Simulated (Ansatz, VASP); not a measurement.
One calculation of W, two programs

```
CELL_PARAMETERS angstrom
2.59548 0.00000 0.00000
0.00000 2.59548 0.00000
0.00000 0.00000 2.59548
ATOMIC_POSITIONS crystal
W 0.00000 0.00000 0.00000
```

Alike in both runs: functional LDA; k mesh 15 × 15 × 15; occupations fermi-dirac, width 0.08 eV; no spin polarisation.

Ansatz relaxed the structure, and its values are those at the end. VASP's run is a single point on that final structure, the one shown.

|  | VASP | Ansatz |
| --- | --- | --- |
| version | VASP 6.6.1 | Ansatz 0.2.0 |
| potentials or method | VASP PAW LDA potentials, release 64 (W_sv) | PAW with Ansatz's default frozen-core files, scalar-relativistic |
| plane-wave cutoff (eV) | 520 | 420 |
| valence electrons in the cell | 14 | 14 |

Ansatz gave:

- pressure (GPa): 0.0

**Question.** Which values does VASP return?

**Answer.** Pressure (GPa): 1.6.

LDA's correlation is that of Perdew and Zunger in VASP and of Perdew and Wang (1992) in Ansatz.

Neither program's run includes spin-orbit coupling.
